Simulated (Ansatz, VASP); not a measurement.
# Cu in VASP and in Ansatz

```
Cu
1.0
    -1.43489    1.44509    1.34917
     1.45529   -1.44509    1.37085
     1.43489    1.44509   -1.34917
Cu
1
Direct
  0.00000 0.00000 0.00000
```

Change from the starting cell: strain +0.0150 x Voigt [0, 0, 0, 0, 1, 0], atoms carried along.

Alike in both runs: task single point; functional PBEsol; k mesh 30 × 30 × 30; occupations gaussian, width 0.15 eV; no spin polarisation.

```csv
,VASP,Ansatz
version,VASP 6.6.1,Ansatz 0.2.0
potentials or method,"VASP PAW PBE potentials, release 64 (Cu), cutoff 520 eV","scalar-relativistic, plane waves, PAW"
valence electrons in the cell,11,19
```

Ansatz gave:

- gap on the k mesh at the Fermi level (eV): none
- pressure (GPa): 0.0
- traceless stress, the component that is largest in VASP (GPa): -1.56

Question: Estimate VASP's values.

Answer: gap on the k mesh at the Fermi level (eV): none; pressure (GPa): 0.9; traceless stress, the component that is largest in VASP (GPa): -1.53.

VASP's potentials were made for PBE, not for PBEsol. A gap of «none» marks a metal or a gap that the smearing closes. VASP's potentials hold 11 valence electrons a cell and Ansatz's 19, so a difference there can come from the potentials and not from the codes.
